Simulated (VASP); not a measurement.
A run of VASP 6.6.1 is set up as follows.

File INCAR:

```
SYSTEM = ScTeI2
PREC = Accurate
ENCUT = 520
EDIFF = 1E-6
ISMEAR = 0
SIGMA = 0.1
LREAL = .False.
LASPH = .True.
NELM = 100
ALGO = Normal
ISIF = 2
LWAVE = .False.
LCHARG = .True.
GGA = PE
LELF = .True.
LVHAR = .True.
NBANDS = 24
```

Contents of KPOINTS:

```
Automatic mesh
0
Gamma
  6 6 4
  0 0 0
```

Contents of POSCAR:

```
ScTeI2
1.0
    4.9362245500      0.0000000000      0.0000000000
   -2.4681122700      4.2748958600      0.0000000000
    0.0000000000      0.0000000000      6.7215899500
Sc Te I
1 1 2
Direct
    0.0000000000      0.0000000000      0.0000000000
    0.0000000000      0.0000000000      0.5000000000
    0.3333333300      0.6666666700      0.0000000000
    0.6666666700      0.3333333300      0.0000000000
```

Potentials or basis: VASP PAW PBE potentials, release 64 (Sc_sv, Te, I).

The run is started by

```sh
$ cat potpaw_PBE.64/Sc_sv/POTCAR potpaw_PBE.64/Te/POTCAR potpaw_PBE.64/I/POTCAR > POTCAR
$ mpirun -np 1 vasp_std > vasp.out
```

Q: Predict the band gap on the k mesh.

A: Zero (an odd number of electrons rules out a gap without spin polarisation).

Q: Estimate the pressure.

A: 9.5 GPa.

Stress tensor (GPa, compression positive):
```
17.73  0.00  0.00
 0.00 17.73  0.00
 0.00  0.00 -6.82
```

Caveat: the cell stands under pressure; spin-orbit coupling is left out, which moves the levels of the heavy elements; an odd number of electrons without spin polarisation forces a metal; a magnetic or distorted state may lie lower.
